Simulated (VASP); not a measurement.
Wanted: the native input for a VASP 6.6.1 run.

```
Task                   : single point
Functional             : LDA
Potentials or basis    : VASP PAW LDA potentials, release 64 (Ti_sv)
Cutoff                 : 520 eV
k mesh                 : 13 × 13 × 12
Occupations            : methfessel-paxton, width 0.05 eV
Spin                   : no spin polarisation
Dipole correction      : no
Further INCAR settings : ALGO = Fast; EDIFF = 1e-07; NBANDS = 12
```

The structure of Ti lies in POSCAR:

```
Ti
1.0
    0.0217680000      1.9986910000      2.0313150000
    2.0064570000      0.0029940000      2.0500890000
    2.0395050000      2.0505140000     -0.0300550000
Ti
1
Direct
   -0.0156700000      0.0038100000      0.0066290000
```

One way to write it, as run:

INCAR

```
ALGO = Fast
EDIFF = 1E-7
ENCUT = 520
ISIF = 2
ISMEAR = 1
LASPH = T
LCHARG = T
LELF = T
LREAL = F
LVHAR = T
LWAVE = F
NBANDS = 12
NELM = 100
PREC = Accurate
SIGMA = 0.05
```

KPOINTS

```
k-points
0
Gamma
  13 13 12
```

Potentials or basis: VASP PAW LDA potentials, release 64 (Ti_sv).

The run is started by

```console
$ cat potpaw_LDA.64/Ti_sv/POTCAR > POTCAR
$ mpirun -np 1 vasp_std > vasp.out
```

It gave:

| Item | Value |
| --- | --- |
| Pressure | -5.0 GPa |
| Band gap on the k mesh | zero (band 6 reaches 9.09 eV, above the bottom of band 7 at 7.97 eV) |

It took 15 min on 1 thread of AMD EPYC 7571 (shared host), peak memory 0.26 GiB.
